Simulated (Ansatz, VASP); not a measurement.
# Nb: VASP beside Ansatz

```xyz
1
Lattice="-1.6197 1.6197 1.6197 1.6197 -1.6197 1.6197 1.6197 1.6197 -1.6197" Properties=species:S:1:pos:R:3 pbc="T T T"
Nb    0.0000    0.0000    0.0000
```

Alike in both runs: task single point; functional PBEsol; k mesh 18 × 18 × 18; occupations gaussian, width 0.1 eV; no spin polarisation.

|  | VASP | Ansatz |
| --- | --- | --- |
| version | VASP 6.6.1 | Ansatz 0.2.0 |
| potentials or method | VASP PAW PBE potentials, release 64 (Nb_sv), cutoff 520 eV | scalar-relativistic, plane waves, PAW |
| valence electrons in the cell | 13 | 13 |

VASP gave:

```
gap on the k mesh at the Fermi level (eV) : none
pressure (GPa)                            : 5.5
```

Estimate Ansatz's values.

gap on the k mesh at the Fermi level (eV): none; pressure (GPa): 5.8.

VASP's potentials were made for PBE, not for PBEsol. A gap of «none» marks a metal or a gap that the smearing closes.
